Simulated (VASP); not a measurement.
Set up this calculation in VASP 6.6.1, as the native input.

- Task: single point
- Functional: PBE
- Potentials or basis: VASP PAW PBE potentials, release 64 (Be, H)
- Cutoff: 520 eV
- k mesh: 8 × 8 × 4
- Occupations: gaussian, width 0.1 eV
- Spin: no spin polarisation
- Dipole correction: no
- Further INCAR settings: ALGO = Normal; EDIFF = 1e-06; NBANDS = 17

The structure of Be3H lies in POSCAR:

```
Be3H
1.0
    3.0862309291      0.0000000000      0.0000000000
    0.0000000000      3.0862309291      0.0000000000
    0.0000000000      0.0000000000      6.1724618582
Be H
6 2
Direct
    1.0000000000      0.5000000000      0.2500000000
    0.0000000000      0.5000000000      0.7500000000
    0.5000000000      1.0000000000      0.2500000000
    0.5000000000      1.0000000000      0.7500000000
    0.5000000000      0.5000000000      0.0000000000
    0.5000000000      0.5000000000      0.5000000000
    0.0000000000      0.0000000000      0.5000000000
    0.0000000000      1.0000000000      0.0000000000
```

The input as run:

INCAR

```
SYSTEM = Be3H
PREC = Accurate
ENCUT = 520
EDIFF = 1E-6
ISMEAR = 0
SIGMA = 0.1
LREAL = .False.
LASPH = .True.
NELM = 60
ALGO = Normal
ISIF = 2
LWAVE = .False.
LCHARG = .False.
GGA = PE
NBANDS = 17
```

KPOINTS

```
regular mesh
0
Gamma
  8 8 4
  0 0 0
```

Potentials or basis: VASP PAW PBE potentials, release 64 (Be, H).

The run is started by

```console
$ cat potpaw_PBE.64/Be/POTCAR potpaw_PBE.64/H/POTCAR > POTCAR
$ mpirun -np 1 vasp_std > vasp.out
```

It gave:

- Pressure: 0.2 GPa
- Band gap on the k mesh: zero (bands 7 and 8 overlap by 5.49 eV)

Wall time 15 s on 1 thread of Intel(R) Xeon(R) Platinum 8488C (Sapphire Rapids), with other jobs on the host, peak memory 0.18 GiB.
